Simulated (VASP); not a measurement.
# AlIr6: single point with PBE

Crystal: AlIr6.

```xyz
7
Lattice="5.9425 0.0000 0.0000 0.0000 5.9425 0.0000 0.0000 0.0000 5.9425" Properties=species:S:1:pos:R:3 pbc="T T T"
Al    0.0000    0.0000    0.0000
Ir    1.1781    2.9712    2.9712
Ir    2.9712    1.1781    2.9712
Ir    4.7644    2.9712    2.9712
Ir    2.9712    4.7644    2.9712
Ir    2.9712    2.9712    1.1781
Ir    2.9712    2.9712    4.7644
```

* Program: VASP 6.6.1
* Task: single point
* Functional: PBE
* Potentials or basis: VASP PAW PBE potentials, release 64 (Al, Ir)
* Cutoff: 520 eV
* k mesh: 6 × 6 × 6
* Occupations: gaussian, width 0.1 eV
* Spin: no spin polarisation
* Dipole correction: no
* Further INCAR settings: ALGO = Normal; EDIFF = 1e-06; NBANDS = 38

```yaml
Pressure: 0.1 GPa
Largest_force: 0.050 eV/Å
```

Forces on the atoms (eV/Å):
```
Al   0.000  0.000  0.000
Ir  -0.050  0.000  0.000
Ir   0.000 -0.050  0.000
Ir   0.050  0.000  0.000
Ir   0.000  0.050  0.000
Ir   0.000  0.000 -0.050
Ir   0.000  0.000  0.050
```

Levels at points of the mesh, in eV from the Fermi level:
| k point | band 25 | band 26 | band 27 | band 28 | band 29 | band 30 | band 31 | band 32 | band 33 | band 34 |
| --- | --- | --- | --- | --- | --- | --- | --- | --- | --- | --- |
| (0.00, 0.00, 0.00) | -1.31 | -1.31 | -0.03 | -0.03 | 0.52 | 0.96 | 0.96 | 0.96 | 1.08 | 1.08 |
| (0.50, 0.00, 0.00) | -0.49 | -0.41 | -0.41 | -0.33 | -0.04 | 0.17 | 0.17 | 0.74 | 1.22 | 1.26 |
| (0.50, 0.50, 0.00) | -1.22 | -0.75 | -0.28 | 0.15 | 0.15 | 0.29 | 0.29 | 0.99 | 1.20 | 1.29 |
| (0.50, 0.50, 0.50) | -0.76 | -0.76 | -0.52 | -0.52 | -0.52 | 0.69 | 0.69 | 0.69 | 0.98 | 0.98 |

Run time: 97 s on 1 thread of AMD EPYC 9R45 96-Core Processor (Zen 5), with other jobs on the host, peak memory 0.35 GiB.

Caveat: spin-orbit coupling is left out, which moves the levels of the heavy elements.
